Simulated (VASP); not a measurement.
Here is a VASP 6.6.1 calculation.

The input POSCAR:

```
MnO
1.0
    0.0017970000      2.2849190000      2.2851720000
    2.2858160000      0.0000390000      2.2869300000
    2.2846570000      2.2855170000      0.0011980000
Mn O
1 1
Direct
    0.9889210000      0.0261640000      0.9817920000
    0.5056560000      0.4402120000      0.5618470000
```

INCAR.step1

```
ALGO = Normal
EDIFF = 1E-4
ENCUT = 520
GGA = PE
GGA_COMPAT = F
ISMEAR = -1
LASPH = T
LCHARG = F
LMAXMIX = 4
LREAL = F
LSORBIT = T
LWAVE = T
MAGMOM = 3.181 3.183 0.002 0 0 0
NBANDS = 31
NELM = 150
PREC = Accurate
SIGMA = 0.1
```

The input INCAR.step2:

```
ALGO = Normal
EDIFF = 1E-6
ENCUT = 520
GGA_COMPAT = F
ISIF = 2
ISMEAR = -1
ISTART = 1
LASPH = T
LCHARG = F
LMAXMIX = 4
LMIXTAU = T
LORBIT = 11
LORBMOM = T
LREAL = F
LSORBIT = T
LWAVE = F
MAGMOM = 3.181 3.183 0.002 0 0 0
METAGGA = R2SCAN
NBANDS = 31
NELM = 150
PREC = Accurate
SIGMA = 0.1
```

Contents of KPOINTS:

```
k-points
0
Gamma
  7 7 7
```

Potentials or basis: VASP PAW PBE potentials, release 64 (Mn_pv, O).

Launch:

```bash
$ cat potpaw_PBE.64/Mn_pv/POTCAR potpaw_PBE.64/O/POTCAR > POTCAR
$ cp INCAR.step1 INCAR
$ mpirun -np 1 vasp_ncl > vasp.out
$ cp INCAR.step2 INCAR
$ mpirun -np 1 vasp_ncl > vasp.out
```

Problem. Predict the net moment.

Solution. 5.00 μB per cell.

Problem. Estimate the pressure.

Solution. -7.0 GPa.

Problem. Estimate the largest force.

Solution. 0.601 eV/Å.

Moments on the atoms (μB; x, y, z):
```
Mn  3.21 3.21 0.00
O   0.15 0.15 0.00
```

Caveat: the stress differs along the axes, from -11 to -3 GPa; the PAW data sets were made with another functional, which shifts forces and pressure a little; a cell with one magnetic atom can't hold antiferromagnetic order, which such compounds often take.
